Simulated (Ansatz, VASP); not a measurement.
## Ge in VASP and in Ansatz

```
Ge
1.0
     0.00000    2.85706    2.82877
     2.85706    0.00000    2.82877
     2.85706    2.85706    0.00000
Ge
2
Cartesian
  2.8571 2.8571 2.8288
  4.2856 4.2856 4.2432
```

Change from the starting cell: equal xx and yy strain of +1 %.

Alike in both runs: task single point; functional PBE; k mesh 10 × 10 × 10; occupations fermi-dirac, width 0.05 eV; no spin polarisation.

|  | VASP | Ansatz |
| --- | --- | --- |
| version | VASP 6.6.1 | Ansatz 0.2.0 |
| potentials or method | VASP PAW PBE potentials, release 64 (Ge_d), cutoff 520 eV | all-electron LAPW, scalar-relativistic |

Ansatz gave:

| Item | Value |
| --- | --- |
| pressure (GPa) | 2.2 |
| traceless stress, the component that is largest in VASP (GPa) | 0.45 |

Problem. Estimate VASP's values.

Solution. Pressure (GPa): 2.1; traceless stress, the component that is largest in VASP (GPa): 0.45.

Ansatz ran all-electron here, and VASP with PAW potentials.
